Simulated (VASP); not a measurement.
Cs: single point with PBE

The system is Cs.

```
CELL_PARAMETERS angstrom
5.48590 0.00000 0.00000
-2.74295 4.75092 0.00000
0.00000 0.00000 17.89489
ATOMIC_POSITIONS crystal
Cs 0.00000 0.00000 0.00000
Cs 0.33333 0.66667 0.25000
Cs 0.00000 0.00000 0.50000
Cs 0.66667 0.33333 0.75000
```

| Quantity | Value |
| --- | --- |
| Program | VASP 6.6.1 |
| Task | single point |
| Functional | PBE |
| Potentials or basis | VASP PAW PBE potentials, release 64 (Cs_sv) |
| Cutoff | 520 eV |
| k mesh | 12 × 12 × 4 |
| Occupations | gaussian, width 0.1 eV |
| Spin | no spin polarisation |

The pressure is 0.0 GPa. The band gap on the k mesh is zero (band 18 reaches 1.09 eV, above the bottom of band 19 at -0.64 eV).

Levels at points of the mesh, in eV from the Fermi level:
```csv
k point,band 15,band 16,band 17,band 18,band 19,band 20,band 21,band 22
"(0.00, 0.00, 0.00)",-10.60,-10.60,-1.66,-1.06,-1.05,-0.02,0.76,1.63
"(0.50, 0.00, 0.00)",-10.62,-10.62,-0.02,0.17,0.21,0.31,0.77,0.90
"(0.00, 0.00, 0.50)",-10.61,-10.61,-1.50,-1.50,-0.44,-0.44,1.10,1.10
"(0.50, 0.00, 0.50)",-10.62,-10.62,0.05,0.05,0.28,0.28,0.81,0.81
```

Run time: 12 min on 1 thread of Intel Xeon 6975P-C, with other jobs on the host, peak memory 0.87 GiB.

Caveat: spin-orbit coupling is left out, which moves the levels of the heavy elements.
